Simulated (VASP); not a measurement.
# Al (Im-3m) in VASP: notebook

The runs below take Al through single point, with PBE.

Everything below comes from runs of VASP 6.6.1. Logs are shortened: lines on timing, memory, paths and dates and some standing lists are left out, and cuts for length are marked.

## Step 1: The cell of the first run

Symmetry: Im-3m, No. 229, cubic system. Conventional cell: a = 3.182 Å, b = 3.182 Å, c = 3.182 Å, α = 90.00°, β = 90.00°, γ = 90.00°. Al (site symmetry m-3m) has 14 Al at 2.76 to 3.18 Å within 3.6 Å.

## Step 2: Single point, PBE

INCAR

```
SYSTEM = Al
  PREC = Accurate
  ENCUT = 500
  EDIFF = 1E-6
  ISMEAR = -1
  SIGMA = 0.025851999786435532
  LREAL = .FALSE.
  LASPH = .TRUE.
  NELM = 120
  ALGO = Normal
  ISIF = 2
  LWAVE = .FALSE.
  LCHARG = .TRUE.
  GGA = PE
  LELF = .TRUE.
  LVHAR = .TRUE.
  NBANDS = 8
  GGA_COMPAT = .FALSE.
```

KPOINTS

```
regular mesh
0
G
  8 8 8
  0 0 0
```

POSCAR

```
Al
1.0
   -1.5912186900      1.5912186900      1.5912186900
    1.5912186900     -1.5912186900      1.5912186900
    1.5912186900      1.5912186900     -1.5912186900
Al
1
Direct
    0.0000000000      0.0000000000      0.0000000000
```

Potentials or basis: VASP PAW PBE potentials, release 64 (Al).

Launch:

```sh
> cat potpaw_PBE.64/Al/POTCAR > POTCAR
> mpirun -np 1 vasp_std > vasp.out
```

OUTCAR:

```text
SYSTEM = Al
   PREC = Accurate
   ENCUT = 500
   EDIFF = 1E-6
   ISMEAR = -1
   LREAL = .FALSE.
   LASPH = .TRUE.
   NELM = 120
   ISIF = 2
   GGA = PE

 ion  position               nearest neighbor table
   1  0.000  0.000  0.000-

  LATTYP: Found a body centered cubic cell.
 ALAT       =     3.1824373800

  Lattice vectors:

 A1 = (  -1.5912186900,   1.5912186900,   1.5912186900)
 A2 = (   1.5912186900,  -1.5912186900,   1.5912186900)
 A3 = (   1.5912186900,   1.5912186900,  -1.5912186900)

Analysis of symmetry for initial positions (statically):
=====================================================================
 Subroutine PRICEL returns:
 Original cell was already a primitive cell.

 Routine SETGRP: Setting up the symmetry group for a
 body centered cubic supercell.

 Subroutine GETGRP returns: Found 48 space group operations
 (whereof 48 operations were pure point group operations)
 out of a pool of 48 trial point group operations.

The static configuration has the point symmetry O_h .

Analysis of symmetry for dynamics (positions and initial velocities):
=====================================================================
 Subroutine PRICEL returns:
 Original cell was already a primitive cell.

 Routine SETGRP: Setting up the symmetry group for a
 body centered cubic supercell.

 Subroutine GETGRP returns: Found 48 space group operations
 (whereof 48 operations were pure point group operations)
 out of a pool of 48 trial point group operations.

The dynamic configuration has the point symmetry O_h .

 Subroutine INISYM returns: Found 48 space group operations
 (whereof 48 operations are pure point group operations),
 and found     1 'primitive' translations

----------------------------------------------------------------------------------------

                                     Primitive cell

  volume of cell :      16.1157

  direct lattice vectors                    reciprocal lattice vectors
    -1.591218690  1.591218690  1.591218690     0.000000000  0.314224565  0.314224565
     1.591218690 -1.591218690  1.591218690     0.314224565  0.000000000  0.314224565
     1.591218690  1.591218690 -1.591218690     0.314224565  0.314224565  0.000000000

  length of vectors
     2.756071617  2.756071617  2.756071617     0.444380641  0.444380641  0.444380641

  position of ions in fractional coordinates (direct lattice)
     0.000000000  0.000000000  0.000000000

  ion indices of the primitive-cell ions
[... 69 lines left out ...]
   LNONCOLLINEAR =      F non collinear calculations
   LSORBIT =      F    spin-orbit coupling
   LASPH  =      T    aspherical Exc in radial PAW
   ENCUT  =  500.0 eV  36.75 Ry    6.06 a.u.   5.02  5.02  5.02*2*pi/ulx,y,z
   NELM   =    120;   NELMIN=  2; NELMDL= -5     # of ELM steps
   EDIFF  = 0.1E-05   stopping-criterion for ELM
   LREAL  =      F    real-space projection
   EDIFFG = 0.1E-04   stopping-criterion for IOM
   NSW    =      0    number of steps for IOM
   IBRION =     -1    ionic relax: 0-MD 1-quasi-New 2-CG
   NFREE  =      0    steps in history (QN), initial steepest desc. (CG)
   ISIF   =      2    stress and relaxation
   ISYM   =      2    0-nonsym 1-usesym 2-fastsym
   POTIM  = 0.5000    time-step for ionic-motion
   TEBEG  =    0.0;   TEEND  =   0.0 temperature during run
   PSTRESS=    0.0 pullay stress
   NELECT =       3.0000    total number of electrons
   NUPDOWN=      -1.0000    fix difference up-down
   EMIN   =  10.00;   EMAX   =-10.00  energy-range for DOS
   EFERMI =   0.00;   METHOD = LEGACY
   ISMEAR =    -1;   SIGMA  =   0.03  broadening in eV -4-tet -1-fermi 0-gaus
   EFERMI_NEDOS =   21; number of points for ismear=-14 and -15
   IALGO  =     38    algorithm
   IMIX   =      4    mixing-type and parameters
     AMIX     =   0.40;   BMIX     =  1.00
     AMIX_MAG =   1.60;   BMIX_MAG =  1.00
  volume/ion in A,a.u.               =      16.12       108.75
  Fermi-wavevector in a.u.,A,eV,Ry     =   0.934757  1.766435 11.888371  0.873771
  Thomas-Fermi vector in A             =   2.061595
   LORBIT       =      0    0 simple, 1 ext, 2 COOP (PROOUT), +10 PAW based schemes
   GGA     = PE    functional components
   LHFCALC =     F    Hartree Fock is set to
   AEXX    =    0.0000 exact exchange contribution
   IVDW    =     0    specifies the selected vdW correction
   LEPSILON=     F    determine dielectric tensor
   LRPA    =     F    only Hartree local field effects (RPA)
 non-spin polarized calculation
  energy-cutoff  :      500.00
  volume of cell :       16.12
 maximum number of plane-waves:       420
   NGX =  9   NGY =  9   NGZ =  9

 number of electron       3.0000000 magnetization

 Free energy of the ion-electron system (eV)
  ---------------------------------------------------
  ext. energy  EPLUGINS =         0.00000000
  ---------------------------------------------------
  free energy    TOTEN  =        -3.60109029 eV

  energy without entropy =       -3.59785844  energy(sigma->0) =       -3.59947436

 E-fermi :   8.3995     XC(G=0): -10.2864

 val. band max:        8.3713940823   @ k =   0.2500   0.2500   0.1250
 cond. band min:       8.4152528394   @ k =  -0.3750   0.3750   0.1250
 fundamental gap:      0.0438587572
 Fermi energy:         8.3994615265

 k-point     1 :       0.0000    0.0000    0.0000
  band No.  band energies     occupation
      1      -3.0448      2.00000
      2      21.6652      0.00000
      3      21.6652      0.00000
      4      21.6652      0.00000
      5      23.3059      0.00000
      6      23.3059      0.00000
      7      23.3059      0.00000
      8      24.7552      0.00000
[... 243 lines left out ...]
 k-point    24 :      -0.3750    0.3750    0.2500
  band No.  band energies     occupation
      1       2.7727      2.00000
      2       9.6244      0.00000
      3      12.1557      0.00000
      4      14.2638      0.00000
      5      16.9622      0.00000
      6      22.9697      0.00000
      7      25.0194      0.00000
      8      28.1050      0.00000

 [... further k-points ...]
[... 5 lines left out ...]
  --------------------------------------------------------------------------------------
  -------------------------------------------------------------------------------------
  Total        0.4369827      0.4369827      0.4369827      0.0000000      0.0000000      0.0000000
  in kB       43.4435453     43.4435453     43.4435453      0.0000000      0.0000000      0.0000000
  external PRESSURE =      43.4435453 kB  Pullay stress =       0.0000000 kB

 VOLUME and BASIS-vectors are now :
 -----------------------------------------------------------------------------
  energy-cutoff  :      500.00
  volume of cell :       16.12
      direct lattice vectors                 reciprocal lattice vectors
    -1.591218690  1.591218690  1.591218690     0.000000000  0.314224565  0.314224565
     1.591218690 -1.591218690  1.591218690     0.314224565  0.000000000  0.314224565
     1.591218690  1.591218690 -1.591218690     0.314224565  0.314224565  0.000000000

 POSITION                                       TOTAL-FORCE (eV/Angst)
 -----------------------------------------------------------------------------------
      0.00000      0.00000      0.00000        -0.000000      0.000000     -0.000000
 -----------------------------------------------------------------------------------
    total drift:                                0.000000      0.000000      0.000000

  FREE ENERGIE OF THE ION-ELECTRON SYSTEM (eV)
  ---------------------------------------------------
  free  energy   TOTEN  =        -3.6010902874 eV

  energy  without entropy=       -3.5978584423  energy(sigma->0) =       -3.59947436
```

OSZICAR:

```text
N       E                     dE             d eps       ncg     rms          rms(c)
DAV:   1    -0.224949461040E+01   -0.22495E+01   -0.80472E+02   472   0.194E+02
DAV:   2    -0.361906787704E+01   -0.13696E+01   -0.13115E+01   648   0.181E+01
DAV:   3    -0.362565986104E+01   -0.65920E-02   -0.65919E-02   592   0.147E+00
DAV:   4    -0.362568091657E+01   -0.21056E-04   -0.21055E-04   712   0.706E-02
DAV:   5    -0.362568092918E+01   -0.12601E-07   -0.13945E-07   544   0.153E-03    0.128E+00
DAV:   6    -0.361115881798E+01    0.14522E-01   -0.18344E-03   520   0.194E-01    0.739E-01
DAV:   7    -0.360109815730E+01    0.10061E-01   -0.54205E-03   496   0.312E-01    0.141E-01
DAV:   8    -0.360109182416E+01    0.63331E-05   -0.20798E-05   584   0.312E-02    0.901E-03
DAV:   9    -0.360109071030E+01    0.11139E-05   -0.66951E-07   616   0.376E-03    0.865E-04
DAV:  10    -0.360109028736E+01    0.42293E-06   -0.59136E-09   296   0.479E-04
   1 F= -.36010903E+01 E0= -.35994744E+01  d E =-.323185E-02
```

stdout:

```text
POSCAR found type information on POSCAR Al
 POSCAR found :  1 types and       1 ions
 scaLAPACK will be used
 LDA part: xc-table for (Slater+PW92), standard interpolation
 POSCAR, INCAR and KPOINTS ok, starting setup
 FFT: planning ... GRIDC
 FFT: planning ... GRID_SOFT
 FFT: planning ... GRID
 WAVECAR not read
 entering main loop
```

It took 5.7 s on 1 thread of Intel Xeon 8259CL, shared host; peak memory 0.12 GiB.

What came out:

```yaml
Free_energy: -3.6011 eV
Pressure: 4.3 GPa
```

Levels at points of the mesh, in eV from the Fermi level:
| k point | band 1 | band 2 | band 3 | band 4 |
| --- | --- | --- | --- | --- |
| (0.00, 0.00, 0.00) | -11.44 | 13.27 | 13.27 | 13.27 |
| (0.50, 0.00, 0.00) | -4.56 | -4.03 | 8.18 | 8.20 |
| (0.50, 0.50, 0.50) | 1.76 | 1.76 | 1.76 | 2.80 |

## Step 3: Single point, PBE

This run uses another cell than the first one, of 16.28 Å³/atom, 1.010 times its volume.

INCAR

```
SYSTEM = Al
ALGO     = Normal         ! electronic algorithm
EDIFF    = 1E-6           ! SCF threshold, eV
ENCUT    = 500            ! plane-wave cutoff, eV
GGA      = PE             ! functional
GGA_COMPAT= .False.      
ISIF     = 2              ! what is computed and relaxed
ISMEAR   = 0              ! smearing method
LASPH    = .True.         ! aspherical terms in the spheres
LCHARG   = .False.        ! write CHGCAR
LREAL    = .False.        ! projectors in reciprocal space
LWAVE    = .False.        ! write WAVECAR
NBANDS   = 8              ! bands
NELM     = 120            ! most SCF steps
PREC     = Accurate       ! precision mode
SIGMA    = 0.1            ! smearing width, eV
```

KPOINTS

```
k-points
0
Gamma
  9 9 9
  0 0 0
```

POSCAR

```
Al
1.0
   -1.5965051697      1.5965051697      1.5965051697
    1.5965051697     -1.5965051697      1.5965051697
    1.5965051697      1.5965051697     -1.5965051697
Al
1
Direct
    0.0000000000      0.0000000000      0.0000000000
```

Potentials or basis: VASP PAW PBE potentials, release 64 (Al).

Launch:

```sh
> cat potpaw_PBE.64/Al/POTCAR > POTCAR
> mpirun -np 1 vasp_std > vasp.out
```

It took 8.3 s on 1 thread of AMD EPYC 7R13, shared host; peak memory 0.09 GiB.

The run converged. Its results:

```
Free energy : -3.6396 eV
Pressure    : 3.0 GPa
```

Levels at points of the mesh, in eV from the Fermi level:
```
           k point  band 1  band 2  band 3  band 4  band 5  band 6
(0.00, 0.00, 0.00)  -11.27   13.31   13.31   13.31   14.86   14.86
```

[end of part 1 of 2]
